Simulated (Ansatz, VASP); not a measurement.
## HgPt: VASP beside Ansatz

INCAR

```
  PREC = Accurate
  ENCUT = 430
  EDIFF = 1E-8
  ISMEAR = -1
  SIGMA = 0.05
  LREAL = False
  LASPH = True
  NELM = 120
  ALGO = Normal
  ISIF = 2
  LWAVE = False
  LCHARG = False
  GGA = CA
  LEFG = True
  NBANDS = 26
  GGA_COMPAT = False
```

Contents of KPOINTS:

```
Automatic mesh
0
Gamma
  12 12 9
```

File POSCAR:

```
HgPt
1.0
    3.0236610000      0.0000000000      0.0000000000
    0.0000000000      3.0236610000      0.0000000000
    0.0000000000      0.0000000000      3.9876600000
Hg Pt
1 1
Direct
    0.0000000000      0.0000000000      0.0000000000
    0.5000000000      0.5000000000      0.5000000000
```

Input for Ansatz:

```yaml
crystal:
  lattice:
    - [3.023661, 0.0, 0.0]
    - [0.0, 3.023661, 0.0]
    - [0.0, 0.0, 3.98766]
  atoms:
    - { symbol: Hg, position: [0.0, 0.0, 0.0] }
    - { symbol: Pt, position: [0.5, 0.5, 0.5] }
kpoints:
  mp_grid: { grid: [12, 12, 9] }
  band_path:
    path:
      - [0.0, 0.0, 0.0]
      - [0.0, 0.5, 0.0]
      - [0.5, 0.5, 0.0]
      - [0.0, 0.0, 0.0]
      - [0.0, 0.0, 0.5]
      - [0.0, 0.5, 0.5]
      - [0.5, 0.5, 0.5]
      - [0.0, 0.0, 0.5]
      - [0.0, 0.5, 0.0]
    npoints: 6
scf:
  occupations: { method: fermi_dirac, width: 0.05 }
hamiltonian:
  xc: lda
  pseudopotentials: { kind: paw }
output:
  forces: true
  stress: true
  eigenvalues: true
  efg: { contact_densities: true }
  populations: true
```

Change from the starting cell: volume scaled by 1, PAW files.

Alike in both runs: task electric field gradients; functional LDA; k mesh 12 × 12 × 9; occupations fermi-dirac, width 0.05 eV; no spin polarisation.

```csv
,VASP,Ansatz
version,VASP 6.6.1,Ansatz 0.2.0
potentials or method,"VASP PAW LDA potentials, release 64 (Hg_sv_GW, Pt_sv_GW)","PAW with Ansatz's default frozen-core files, scalar-relativistic"
plane-wave cutoff (eV),430,420
valence electrons in the cell,38,38
```

|  | VASP | Ansatz | Ansatz less VASP |
| --- | --- | --- | --- |
| size of Vzz on the site where it differs most (V/Å²) | 113.3 | 89.5 | -23.81 |

LDA's correlation is that of Perdew and Zunger in VASP and of Perdew and Wang (1992) in Ansatz.

Neither program's run includes spin-orbit coupling.
